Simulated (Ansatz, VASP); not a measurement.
Two plane-wave programs on ZnS

The input INCAR:

```
SYSTEM = ZnS
ALGO = Normal
EDIFF = 1E-6
ENCUT = 520
GGA = PE
ISIF = 2
ISMEAR = 0
LASPH = .TRUE.
LCHARG = .FALSE.
LREAL = .FALSE.
LWAVE = .FALSE.
NBANDS = 26
NELM = 60
PREC = Accurate
SIGMA = 0.01
```

File KPOINTS:

```
k-points
0
G
  6 6 4
  0 0 0
```

The input POSCAR:

```
ZnS
1.0
    3.6241633936      0.0000000000      0.0000000000
   -1.8120816968      3.1386175663      0.0000000000
    0.0000000000      0.0000000000      5.9139847468
Zn S
2 2
Direct
    0.0000000000      0.0000000000      0.0000000000
    0.0000000000      0.0000000000      0.5000000000
    0.3333333333      0.6666666667      0.2500000000
    0.6666666667      0.3333333333      0.7500000000
```

Input for Ansatz:

```yaml
crystal:
  lattice:
    - [3.6241633936, 0.0, 0.0]
    - [-1.8120816968, 3.1386175663, 0.0]
    - [0.0, 0.0, 5.9139847468]
  atoms:
    - { symbol: Zn, position: [0.0, 0.0, 0.0] }
    - { symbol: Zn, position: [0.0, 0.0, 0.5] }
    - { symbol: S, position: [0.3333333333, 0.6666666667, 0.25] }
    - { symbol: S, position: [0.6666666667, 0.3333333333, 0.75] }
kpoints:
  mp_grid: { grid: [6, 6, 4] }
hamiltonian:
  xc: pbe
scf:
  occupations: { method: fixed }
  n_extra_bands: 5
output:
  forces: true
  stress: true
  eigenvalues: true
```

Alike in both runs: task single point; functional PBE; k mesh 6 × 6 × 4; no spin polarisation.

```csv
,VASP,Ansatz
version,VASP 6.6.1,Ansatz 0.2.0
potentials or method,"VASP PAW PBE potentials, release 64 (Zn, S)","plane waves, PAW"
plane-wave cutoff (eV),520,420
occupations,"gaussian, width 0.01 eV",fixed
valence electrons in the cell,36,36
```

```tsv
	VASP	Ansatz	Ansatz less VASP
gap on the k mesh at the Fermi level (eV)	0.40	0.40	+0.007
pressure (GPa)	0.2	0.0	-0.17
traceless stress, the component that is largest in VASP (GPa)	-0.07	-0.06	+0.003
```
